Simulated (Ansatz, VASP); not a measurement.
Mo: VASP beside Ansatz

The input INCAR:

```
PREC = Accurate ; ENCUT = 520
EDIFF = 1E-7 ; ISMEAR = 0
SIGMA = 0.15 ; LREAL = False
LASPH = True ; NELM = 60
ALGO = Fast ; ISIF = 2
LWAVE = False ; LCHARG = True
GGA = PE ; LELF = True
LVHAR = True ; NBANDS = 13
```

File KPOINTS:

```
Automatic mesh
0
Gamma
  22 22 22
```

POSCAR

```
Mo
1.0
   -1.6416950000      1.5710000000      1.5710000000
    1.6416950000     -1.5710000000      1.5710000000
    1.6416950000      1.5710000000     -1.5710000000
Mo
1
Direct
    0.0000000000      0.0000000000      0.0000000000
```

Input for Ansatz:

```yaml
crystal:
  lattice:
    - [-1.641695, 1.571, 1.571]
    - [1.641695, -1.571, 1.571]
    - [1.641695, 1.571, -1.571]
  atoms:
    - { symbol: Mo, position: [0.0, 0.0, 0.0] }
basis:
  ecutwfc: 420
kpoints:
  mp_grid: { grid: [22, 22, 22] }
hamiltonian:
  xc: pbe
scf:
  occupations: { method: gaussian, width: 0.15 }
output:
  forces: true
  stress: true
  eigenvalues: true
```

Change from the starting cell: strain +0.0450 x Voigt [1, 0, 0, 0, 0, 0], atoms carried along.

Alike in both runs: task single point; functional PBE; k mesh 22 × 22 × 22; occupations gaussian, width 0.15 eV; no spin polarisation.

|  | VASP | Ansatz |
| --- | --- | --- |
| version | VASP 6.6.1 | Ansatz 0.2.0 |
| potentials or method | VASP PAW PBE potentials, release 64 (Mo_sv), cutoff 520 eV | scalar-relativistic, plane waves, PAW |
| valence electrons in the cell | 14 | 14 |

```csv
,VASP,Ansatz,Ansatz less VASP
gap on the k mesh at the Fermi level (eV),none,none,-
pressure (GPa),-5.7,-6.1,-0.45
"traceless stress, the component that is largest in VASP (GPa)",-7.90,-7.91,-0.005
```

A gap of «none» marks a metal or a gap that the smearing closes.
